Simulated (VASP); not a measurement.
# Mg (P6_3/mmc) in VASP: notebook

The runs below take Mg through single point, with LDA.

Program: VASP 6.6.1. These are calculated values, not measurements. Logs are shortened: lines on timing, memory, paths and dates and some standing lists are left out, and cuts for length are marked.

## Step 1: The cell of the first run

Symmetry: P6_3/mmc, No. 194, hexagonal system. Conventional cell: a = 3.145 Å, b = 3.145 Å, c = 5.046 Å, α = 90.00°, β = 90.00°, γ = 120.00°. Within 4.1 Å of Mg (site symmetry -6m2) lie 12 Mg at 3.11 to 3.14 Å.

## Step 2: Single point, LDA

The input, INCAR:

```
SYSTEM = Mg
PREC     = Accurate       ! precision mode
ENCUT    = 520            ! plane-wave cutoff, eV
EDIFF    = 1E-6           ! SCF threshold, eV
ISMEAR   = -1             ! smearing method
SIGMA    = 0.05           ! smearing width, eV
LREAL    = .FALSE.        ! projectors in reciprocal space
LASPH    = .TRUE.         ! aspherical terms in the spheres
NELM     = 100            ! most SCF steps
ALGO     = Normal         ! electronic algorithm
ISIF     = 2              ! what is computed and relaxed
LWAVE    = .FALSE.        ! write WAVECAR
LCHARG   = .FALSE.        ! write CHGCAR
NBANDS   = 9              ! bands
```

The input, KPOINTS:

```
Automatic mesh
0
G
  15 15 9
  0 0 0
```

The input, POSCAR:

```
Mg
1.0
    3.1445587934      0.0000000000      0.0000000000
   -1.5722793967      2.7232677988      0.0000000000
    0.0000000000      0.0000000000      5.0456622780
Mg
2
Direct
    0.3333333333      0.6666666667      0.2500000000
    0.6666666667      0.3333333333      0.7500000000
```

Potentials or basis: VASP PAW LDA potentials, release 64 (Mg).

Launch:

```bash
$ cat potpaw_LDA.64/Mg/POTCAR > POTCAR
$ mpirun -np 1 vasp_std > vasp.out
```

OUTCAR:

```text
SYSTEM = Mg
   PREC = Accurate
   ENCUT = 520
   EDIFF = 1E-6
   ISMEAR = -1
   LREAL = .FALSE.
   LASPH = .TRUE.
   NELM = 100
   ISIF = 2

 ion  position               nearest neighbor table
   1  0.333  0.667  0.250-   2 3.11   2 3.11   2 3.11   2 3.11   2 3.11   2 3.11
   2  0.667  0.333  0.750-   1 3.11   1 3.11   1 3.11   1 3.11   1 3.11   1 3.11

  LATTYP: Found a hexagonal cell.
 ALAT       =     3.1445587934
 C/A-ratio  =     1.6045692288

  Lattice vectors:

 A1 = (   3.1445587934,   0.0000000000,   0.0000000000)
 A2 = (  -1.5722793967,   2.7232677988,   0.0000000000)
 A3 = (   0.0000000000,   0.0000000000,   5.0456622780)

Analysis of symmetry for initial positions (statically):
=====================================================================
 Subroutine PRICEL returns:
 Original cell was already a primitive cell.

 Routine SETGRP: Setting up the symmetry group for a
 hexagonal supercell.

 Subroutine GETGRP returns: Found 24 space group operations
 (whereof 12 operations were pure point group operations)
 out of a pool of 24 trial point group operations.

The static configuration has the point symmetry D_3d.
 The point group associated with its full space group is D_6h.

Analysis of symmetry for dynamics (positions and initial velocities):
=====================================================================
 Subroutine PRICEL returns:
 Original cell was already a primitive cell.

 Routine SETGRP: Setting up the symmetry group for a
 hexagonal supercell.

 Subroutine GETGRP returns: Found 24 space group operations
 (whereof 12 operations were pure point group operations)
 out of a pool of 24 trial point group operations.

The dynamic configuration has the point symmetry D_3d.
 The point group associated with its full space group is D_6h.

 Subroutine INISYM returns: Found 24 space group operations
 (whereof 12 operations are pure point group operations),
 and found     1 'primitive' translations

----------------------------------------------------------------------------------------

                                     Primitive cell

  volume of cell :      43.2084

  direct lattice vectors                    reciprocal lattice vectors
     3.144558793  0.000000000  0.000000000     0.318009637  0.183602949  0.000000000
    -1.572279397  2.723267799  0.000000000     0.000000000  0.367205899  0.000000000
     0.000000000  0.000000000  5.045662278     0.000000000  0.000000000  0.198190038

  length of vectors
     3.144558793  3.144558793  5.045662278     0.367205899  0.367205899  0.198190038

  position of ions in fractional coordinates (direct lattice)
     0.333333333  0.666666667  0.250000000
     0.666666667  0.333333333  0.750000000

  ion indices of the primitive-cell ions
   primitive index   ion index
                 1           1
                 2           2

----------------------------------------------------------------------------------------

 KPOINTS: Automatic mesh

Automatic generation of k-mesh.
 Grid dimensions read from file:
 generate k-points for:   15   15    9

 Generating k-lattice:

  Cartesian coordinates                     Fractional coordinates (reciprocal lattice)
     0.021200642  0.012240197  0.000000000     0.066666667  0.000000000  0.000000000
     0.000000000  0.024480393  0.000000000     0.000000000  0.066666667  0.000000000
     0.000000000  0.000000000  0.022021115     0.000000000  0.000000000  0.111111111

  Length of vectors
     0.024480393  0.024480393  0.022021115

  Shift w.r.t. Gamma in fractional coordinates (k-lattice)
     0.000000000  0.000000000  0.000000000

 Subroutine IBZKPT returns following result:
 ===========================================

 Found    135 irreducible k-points:

 Following reciprocal coordinates:
            Coordinates               Weight
  0.000000  0.000000  0.000000      1.000000
  0.066667  0.000000  0.000000      6.000000
  0.133333 -0.000000  0.000000      6.000000
  0.200000 -0.000000  0.000000      6.000000
  0.266667 -0.000000  0.000000      6.000000
  0.333333 -0.000000  0.000000      6.000000
[... 16 lines left out ...]
  0.333333  0.200000  0.000000     12.000000
  0.400000  0.200000  0.000000      6.000000
 [... further k-points ...]
   k-points           NKPTS =    135   k-points in BZ     NKDIM =    135   number of bands    NBANDS=      9
   number of dos      NEDOS =    301   number of ions     NIONS =      2
   total plane-waves  NPLWV =  23040
   dimension x,y,z NGX =    24 NGY =   24 NGZ =   40
   dimension x,y,z NGXF=    48 NGYF=   48 NGZF=   80
   ions per type =               2
   NGX,Y,Z   is equivalent  to a cutoff of  12.69, 12.69, 13.18 a.u.
   NGXF,Y,Z  is equivalent  to a cutoff of  25.38, 25.38, 26.36 a.u.
 SYSTEM =  Mg
   PREC   = accura    normal or accurate (medium, high low for compatibility)
   ISTART =      0    job   : 0-new  1-cont  2-samecut
   ICHARG =      2    charge: 1-file 2-atom 10-const
   ISPIN  =      1    spin polarized calculation?
   LNONCOLLINEAR =      F non collinear calculations
   LSORBIT =      F    spin-orbit coupling
   LASPH  =      T    aspherical Exc in radial PAW
   ENCUT  =  520.0 eV  38.22 Ry    6.18 a.u.   5.85  5.85  9.38*2*pi/ulx,y,z
   NELM   =    100;   NELMIN=  2; NELMDL= -5     # of ELM steps
   EDIFF  = 0.1E-05   stopping-criterion for ELM
   LREAL  =      F    real-space projection
   EDIFFG = 0.1E-04   stopping-criterion for IOM
   NSW    =      0    number of steps for IOM
   IBRION =     -1    ionic relax: 0-MD 1-quasi-New 2-CG
   NFREE  =      0    steps in history (QN), initial steepest desc. (CG)
   ISIF   =      2    stress and relaxation
   ISYM   =      2    0-nonsym 1-usesym 2-fastsym
   POTIM  = 0.5000    time-step for ionic-motion
   TEBEG  =    0.0;   TEEND  =   0.0 temperature during run
   PSTRESS=    0.0 pullay stress
   NELECT =       4.0000    total number of electrons
   NUPDOWN=      -1.0000    fix difference up-down
   EMIN   =  10.00;   EMAX   =-10.00  energy-range for DOS
   EFERMI =   0.00;   METHOD = LEGACY
   ISMEAR =    -1;   SIGMA  =   0.05  broadening in eV -4-tet -1-fermi 0-gaus
   EFERMI_NEDOS =   21; number of points for ismear=-14 and -15
   IALGO  =     38    algorithm
   IMIX   =      4    mixing-type and parameters
     AMIX     =   0.40;   BMIX     =  1.00
     AMIX_MAG =   1.60;   BMIX_MAG =  1.00
  volume/ion in A,a.u.               =      21.60       145.79
  Fermi-wavevector in a.u.,A,eV,Ry     =   0.740580  1.399494  7.462238  0.548459
  Thomas-Fermi vector in A             =   1.835016
   LORBIT       =      0    0 simple, 1 ext, 2 COOP (PROOUT), +10 PAW based schemes
   GGA     = CA    functional components
   LHFCALC =     F    Hartree Fock is set to
   AEXX    =    0.0000 exact exchange contribution
   IVDW    =     0    specifies the selected vdW correction
   LEPSILON=     F    determine dielectric tensor
   LRPA    =     F    only Hartree local field effects (RPA)
 non-spin polarized calculation
  energy-cutoff  :      520.00
  volume of cell :       43.21
 maximum number of plane-waves:      1188
 NGX is ok and might be reduce to    24
   NGX = 11   NGY = 11   NGZ = 19

 number of electron       4.0000000 magnetization

 Free energy of the ion-electron system (eV)
  ---------------------------------------------------
  ext. energy  EPLUGINS =         0.00000000
  ---------------------------------------------------
  free energy    TOTEN  =        -3.62483976 eV

  energy without entropy =       -3.61817535  energy(sigma->0) =       -3.62150756

 E-fermi :   2.7675     XC(G=0):  -8.8774

 val. band max:        2.7669119741   @ k =   0.4000   0.0667   0.3333
 cond. band min:       2.7850929688   @ k =   0.0667   0.0000   0.1111
 fundamental gap:      0.0181809947
 Fermi energy:         2.7675009709

 k-point     1 :       0.0000    0.0000    0.0000
  band No.  band energies     occupation
      1      -4.3925      2.00000
      2       1.1048      2.00000
      3       1.6310      2.00000
      4      13.9138      0.00000
      5      13.9138      0.00000
      6      14.0528      0.00000
      7      14.0528      0.00000
      8      15.0249      0.00000
      9      16.6065      0.00000

 k-point     2 :       0.0667    0.0000    0.0000
  band No.  band energies     occupation
      1      -4.3022      2.00000
      2       1.1864      2.00000
      3       1.7184      2.00000
      4      12.1412      0.00000
      5      12.9404      0.00000
      6      13.7926      0.00000
      7      15.1526      0.00000
      8      15.8423      0.00000
      9      16.9351      0.00000

 k-point     3 :       0.1333   -0.0000    0.0000
  band No.  band energies     occupation
      1      -4.0319      2.00000
      2       1.4313      2.00000
      3       1.9785      2.00000
      4      10.0549      0.00000
      5      12.0467      0.00000
      6      12.8302      0.00000
      7      14.9405      0.00000
      8      15.6490      0.00000
      9      16.2875      0.00000

 k-point     4 :       0.2000   -0.0000    0.0000
  band No.  band energies     occupation
      1      -3.5831      2.00000
      2       1.8400      2.00000
      3       2.4026      1.99865
      4       8.0560      0.00000
      5      11.3022      0.00000
      6      11.8004      0.00000
      7      12.9490      0.00000
      8      14.3320      0.00000
      9      15.9702      0.00000
[... 205 lines left out ...]
 k-point    22 :       0.2667    0.2000    0.0000
  band No.  band energies     occupation
      1      -1.1113      2.00000
      2       3.7083      0.00000
      3       4.1337      0.00000
      4       4.6969      0.00000
      5       5.9239      0.00000
      6       9.0501      0.00000
      7      10.1600      0.00000
      8      10.4467      0.00000
      9      11.6823      0.00000

 k-point    23 :       0.3333    0.2000    0.0000
  band No.  band energies     occupation
      1      -0.0742      2.00000
      2       2.4356      1.99738
      3       4.7141      0.00000
      4       5.1141      0.00000
      5       6.3080      0.00000
      6       7.6067      0.00000
      7       8.9275      0.00000
      8      10.1584      0.00000
      9      11.3915      0.00000

 k-point    24 :       0.4000    0.2000    0.0000
  band No.  band energies     occupation
      1       1.1037      2.00000
      2       1.1284      2.00000
      3       4.7126      0.00000
      4       6.0919      0.00000
      5       6.4690      0.00000
      6       6.7786      0.00000
      7       8.2236      0.00000
      8      10.0674      0.00000
      9      11.3011      0.00000

 [... further k-points ...]

------------------------ aborting loop because EDIFF is reached ----------------------------------------

  FORCE on cell =-STRESS in cart. coord.  units (eV):
  Direction    XX          YY          ZZ          XY          YZ          ZX
  --------------------------------------------------------------------------------------
  -------------------------------------------------------------------------------------
  Total       -0.0836449     -0.0836449     -0.0974294     -0.0000000     -0.0000000      0.0000000
  in kB       -3.1015709     -3.1015709     -3.6127044     -0.0000000     -0.0000000      0.0000000
  external PRESSURE =      -3.2719488 kB  Pullay stress =       0.0000000 kB

 VOLUME and BASIS-vectors are now :
 -----------------------------------------------------------------------------
  energy-cutoff  :      520.00
  volume of cell :       43.21
      direct lattice vectors                 reciprocal lattice vectors
     3.144558793  0.000000000  0.000000000     0.318009637  0.183602949  0.000000000
    -1.572279397  2.723267799  0.000000000     0.000000000  0.367205899  0.000000000
     0.000000000  0.000000000  5.045662278     0.000000000  0.000000000  0.198190038

 POSITION                                       TOTAL-FORCE (eV/Angst)
 -----------------------------------------------------------------------------------
     -0.00000      1.81551      1.26142        -0.000000      0.000000      0.000000
      1.57228      0.90776      3.78425         0.000000     -0.000000      0.000000
 -----------------------------------------------------------------------------------
    total drift:                                0.000000     -0.000000      0.000000

  FREE ENERGIE OF THE ION-ELECTRON SYSTEM (eV)
  ---------------------------------------------------
  free  energy   TOTEN  =        -3.6248397624 eV

  energy  without entropy=       -3.6181753501  energy(sigma->0) =       -3.62150756
```

Wall time 41 s (1 thread of AMD EPYC 7R43 (Zen 3), shared host); peak memory 0.14 GiB.

Results:

| Property | Result |
| --- | --- |
| Free energy | -3.6248 eV |
| Pressure | -0.3 GPa |
| Band gap on the k mesh | zero (band 2 reaches 3.71 eV, above the bottom of band 3 at 1.63 eV) |

## Step 3: Single point, LDA

The input, INCAR:

```
PREC = Accurate
ENCUT = 520
EDIFF = 1E-6
ISMEAR = -1
SIGMA = 0.05
LREAL = False
LASPH = True
NELM = 80
ALGO = Normal
ISIF = 2
LWAVE = False
LCHARG = False
GGA = CA
NBANDS = 9
```

The input, KPOINTS:

```
Automatic mesh
0
Gamma
  15 15 9
```

POSCAR is that of step 2.

Potentials or basis: VASP PAW LDA potentials, release 64 (Mg).

Launch:

```bash
$ cat potpaw_LDA.64/Mg/POTCAR > POTCAR
$ mpirun -np 1 vasp_std > vasp.out
```

Run time: 48 s. Hardware: 1 thread of AMD EPYC 7R43 (Zen 3), shared host; peak memory 0.14 GiB.

It converged, with:

| Property | Result |
| --- | --- |
| Free energy | -3.6248 eV |
| Pressure | -0.3 GPa |
| Band gap on the k mesh | zero (band 2 reaches 3.71 eV, above the bottom of band 3 at 1.63 eV) |

Levels at points of the mesh, in eV from the Fermi level:
```tsv
k point	band 1	band 2	band 3	band 4	band 5
(0.00, 0.00, 0.00)	-7.16	-1.66	-1.14	11.15	11.15
```
